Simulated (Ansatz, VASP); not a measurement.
One calculation of C, two programs

```
C
1.0
    -2.50198    2.50198    2.46555
     2.50198   -2.50198    2.46555
     2.50198    2.50198   -2.46555
C
8
Cartesian
  -0.8143 0.8143 0.8024
  1.6877 1.6877 1.6631
  0.8143 -0.8143 0.8024
  0.8143 0.8143 -0.8024
  1.6877 -1.6877 1.6631
  0.8143 0.8143 0.8024
  -1.6877 1.6877 1.6631
  1.6877 1.6877 -1.6631
```

Change from the starting cell: strain +0.030 along x and y, +0.015 along z, atoms carried along.

Alike in both runs: task single point; functional r2SCAN; k mesh 8 × 8 × 8; occupations gaussian, width 0.05 eV; no spin polarisation.

|  | VASP | Ansatz |
| --- | --- | --- |
| version | VASP 6.6.1 | Ansatz 0.2.0 |
| potentials or method | VASP PAW PBE potentials, release 64 (C), cutoff 520 eV | scalar-relativistic, plane waves, PAW |
| valence electrons in the cell | 32 | 32 |

VASP gave:

```
gap on the k mesh at the Fermi level (eV)                     : 2.87
least direct gap on the mesh (eV)                             : 3.92
pressure (GPa)                                                : -20.4
traceless stress, the component that is largest in VASP (GPa) : 4.68
rms of the force components (eV/Å)                            : 0.217
```

Problem. Which values does Ansatz return?

Solution. gap on the k mesh at the Fermi level (eV): 2.88; least direct gap on the mesh (eV): 3.95; pressure (GPa): -21.1; traceless stress, the component that is largest in VASP (GPa): 4.63; rms of the force components (eV/Å): 0.229.

VASP's potentials were made for PBE, not for r2SCAN. Atom by atom the forces differ by 0.017 eV/Å (rms over components).
